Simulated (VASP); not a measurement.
Write the native input for VASP 6.6.1 that does the following.

```
Task                   : single point
Functional             : PBEsol
Potentials or basis    : VASP PAW PBE potentials, release 64 (Cs_sv, Cl, Pb_d)
Cutoff                 : 400 eV
k mesh                 : 1 × 1 × 1, shifted
Occupations            : fermi-dirac, width 0.05 eV
Spin                   : no spin polarisation
Dipole correction      : no
Further INCAR settings : LREAL = Auto; ALGO = Normal; EDIFF = 1e-06; NBANDS = 202; ISYM = -1
```

The structure of CsPbCl3 (a cell with a defect) lies in POSCAR:

```
CsPbCl3
1.0
   11.2343380000      0.0000000000      0.0000000000
    0.0000000000     11.2343380000      0.0000000000
    0.0000000000      0.0000000000     11.2343380000
Cs Cl Pb
8 24 8
Direct
    0.9876370000      0.9795850000      0.9890380000
    0.9818240000      0.5309130000      0.0029920000
    0.9769730000      0.5619020000      0.5022610000
    0.5311950000      0.9974600000      0.0001530000
    0.5537960000      0.9746570000      0.5121570000
    0.5477720000      0.5563710000      0.0039340000
    0.4800190000      0.4552070000      0.5058090000
    0.0420940000      0.0429050000      0.4145310000
    0.8534630000      0.8685450000      0.5155550000
    0.3267690000      0.3217090000      0.9919320000
    0.2618270000      0.7071990000      0.9981320000
    0.2626080000      0.8237900000      0.4961460000
    0.7025310000      0.2710010000      0.0021530000
    0.8151570000      0.2690370000      0.4999460000
    0.7651840000      0.7651330000      0.0130730000
    0.6636250000      0.6659900000      0.5044050000
    0.0124620000      0.2690570000      0.1995180000
    0.0089210000      0.2591220000      0.8205950000
    0.0162360000      0.7610920000      0.2452690000
    0.0094040000      0.7368530000      0.7720050000
    0.5026790000      0.2332010000      0.2964270000
    0.5015100000      0.2312890000      0.7060590000
    0.5145550000      0.7914570000      0.2346120000
    0.5073860000      0.7763020000      0.7742250000
    0.2505740000      0.0130170000      0.1879710000
    0.2506740000      0.0053570000      0.8076930000
    0.2610670000      0.5047710000      0.2932590000
    0.2428880000      0.4961390000      0.6931360000
    0.7785790000      0.0183100000      0.2320180000
    0.7490010000      0.0112810000      0.7836810000
    0.7708610000      0.5167040000      0.2361530000
    0.7595230000      0.5094780000      0.7757280000
    0.2658760000      0.2655800000      0.2164490000
    0.2534810000      0.2557440000      0.7718060000
    0.2661270000      0.7619390000      0.2464640000
    0.2575890000      0.7585890000      0.7498730000
    0.7600080000      0.2657260000      0.2489160000
    0.7586980000      0.2581900000      0.7555820000
    0.7618080000      0.7663280000      0.2781110000
    0.7583840000      0.7604430000      0.7273070000
```

One way to write it, as run:

INCAR

```
PREC     = Accurate       # precision mode
ENCUT    = 400            # plane-wave cutoff, eV
EDIFF    = 1E-6           # SCF threshold, eV
ISMEAR   = -1             # smearing method
SIGMA    = 0.05           # smearing width, eV
LREAL    = Auto         
LASPH    = T              # aspherical terms in the spheres
NELM     = 120            # most SCF steps
ALGO     = Normal         # electronic algorithm
ISIF     = 2              # what is computed and relaxed
LWAVE    = F              # write WAVECAR
LCHARG   = F              # write CHGCAR
GGA      = PS             # functional
ISYM     = -1           
NBANDS   = 202            # bands
GGA_COMPAT= F
```

KPOINTS

```
explicit points
1
Reciprocal
  0.25000000   0.25000000   0.25000000 1
```

Potentials or basis: VASP PAW PBE potentials, release 64 (Cs_sv, Cl, Pb_d).

Launch:

```console
$ cat potpaw_PBE.64/Cs_sv/POTCAR potpaw_PBE.64/Cl/POTCAR potpaw_PBE.64/Pb_d/POTCAR > POTCAR
$ mpirun -np 1 vasp_std > vasp.out
```

It gave:

```
Pressure               : -0.4 GPa
Largest force          : 0.035 eV/Å
Band gap on the k mesh : 2.75 eV
```

Caveat: the PAW data sets were made with another functional, which shifts forces and pressure a little; spin-orbit coupling is left out, which moves the levels of the heavy elements.

It took 6.9 min on 1 thread of Intel(R) Xeon(R) Platinum 8375C CPU @ 2.90GHz (Ice Lake), on a shared host, peak memory 0.98 GiB.
